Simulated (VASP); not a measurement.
A run of VASP 6.6.1 is set up as follows.

Contents of INCAR:

```
PREC     = Accurate       # precision mode
ENCUT    = 500            # plane-wave cutoff, eV
EDIFF    = 1E-6           # SCF threshold, eV
ISMEAR   = -5             # smearing method
SIGMA    = 0.1            # smearing width, eV
LREAL    = F              # projectors in reciprocal space
LASPH    = T              # aspherical terms in the spheres
NELM     = 120            # most SCF steps
ALGO     = Normal         # electronic algorithm
ISIF     = 2              # what is computed and relaxed
LWAVE    = F              # write WAVECAR
LCHARG   = T              # write CHGCAR
GGA      = PE             # functional
LELF     = T              # ELF
LVHAR    = T            
NBANDS   = 42             # bands
GGA_COMPAT= F
```

The input KPOINTS:

```
Automatic mesh
0
Gamma
  5 5 5
```

The input POSCAR:

```
Ca4Ag2As
1.0
    0.0000000000      5.5066050000      0.0000000000
    5.5066050000      0.0000000000      0.0000000000
    2.7533020000      2.7533020000     -5.5061690000
As Ag Ca
1 2 4
Direct
    0.0000000000      0.0000000000      0.0000000000
    0.5000000000      0.5000000000      0.0000000000
    0.7500000000      0.2500000000      0.5000000000
    0.3700000000      0.3900000000      0.7400000000
    0.6100000000      0.1100000000      0.2600000000
    0.8900000000      0.8700000000      0.7400000000
    0.1300000000      0.6300000000      0.2600000000
```

Potentials or basis: VASP PAW PBE potentials, release 64 (As, Ag, Ca_sv).

Run with:

```sh
$ cat potpaw_PBE.64/As/POTCAR potpaw_PBE.64/Ag/POTCAR potpaw_PBE.64/Ca_sv/POTCAR > POTCAR
$ mpirun -np 1 vasp_std > vasp.out
```

Task: Estimate the pressure.

Result: 32.0 GPa.

Task: Predict the band gap on the k mesh.

Result: Zero (an odd number of electrons rules out a gap without spin polarisation).

Task: What does it give for the largest force?

Result: 3.231 eV/Å.

Stress tensor (GPa, compression positive):
```
32.19  0.00  0.00
 0.00 32.19  0.00
 0.00  0.00 31.61
```

Caveat: the cell stands under pressure; forces of over 1 eV/Å act on the atoms, so gaps and moduli don't describe the material at rest; tetrahedron occupations give inexact forces and stress in metals.
